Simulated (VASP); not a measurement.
AgCl: single point with PBE

The system is AgCl.

```
Ag Cl
1.0
     1.83349   -5.44546    0.00000
     1.83349    5.44546    0.00000
     0.00000    0.00000    3.92404
Ag Cl
2 2
Direct
  0.39656 0.60344 0.75000
  0.60344 0.39656 0.25000
  0.86545 0.13455 0.25000
  0.13455 0.86545 0.75000
```

This cell differs from its parent crystal: equal xx and yy strain of -2 %.

```json
{
 "Program": "VASP 6.6.1",
 "Task": "single point",
 "Functional": "PBE",
 "Potentials or basis": "VASP PAW PBE potentials, release 64 (Ag, Cl)",
 "Cutoff": "520 eV",
 "k mesh": "9 × 9 × 8",
 "Occupations": "fermi-dirac, width 0.03 eV",
 "Spin": "no spin polarisation",
 "Dipole correction": "no",
 "Further INCAR settings": "ALGO = Normal; EDIFF = 1e-06; NBANDS = 26"
}
```

* Pressure: 3.9 GPa
* Largest force: 0.024 eV/Å
* Band gap on the k mesh: 0.50 eV (least direct gap 2.00 eV)

Forces on the atoms (eV/Å):
```
Ag   0.000 -0.011  0.000
Ag   0.000  0.011  0.000
Cl   0.000  0.024  0.000
Cl   0.000 -0.024  0.000
```

Stress tensor (GPa, compression positive):
```
4.07 0.00 0.00
0.00 3.59 0.00
0.00 0.00 3.90
```

Levels at points of the mesh, in eV from the valence-band top:
```csv
k point,band 14,band 15,band 16,band 17,band 18,band 19,band 20,band 21,band 22,band 23
"(0.00, 0.00, 0.00)",-2.30,-2.27,-1.91,-1.72,-1.50,0.50,3.09,7.95,8.37,10.01
"(0.00, 0.00, 0.50)",-2.38,-1.34,-1.34,-0.12,-0.12,4.47,4.47,6.81,6.81,8.32
```

Run time: 3.1 min on 1 thread of Intel(R) Xeon(R) Platinum 8488C (Sapphire Rapids), on a shared host, peak memory 0.38 GiB.

Caveat: the cell differs from its parent crystal (equal xx and yy strain of -2 %); the cell stands under pressure; semilocal functionals underestimate gaps, and a narrow one can read as zero. A k mesh can miss the band edges.
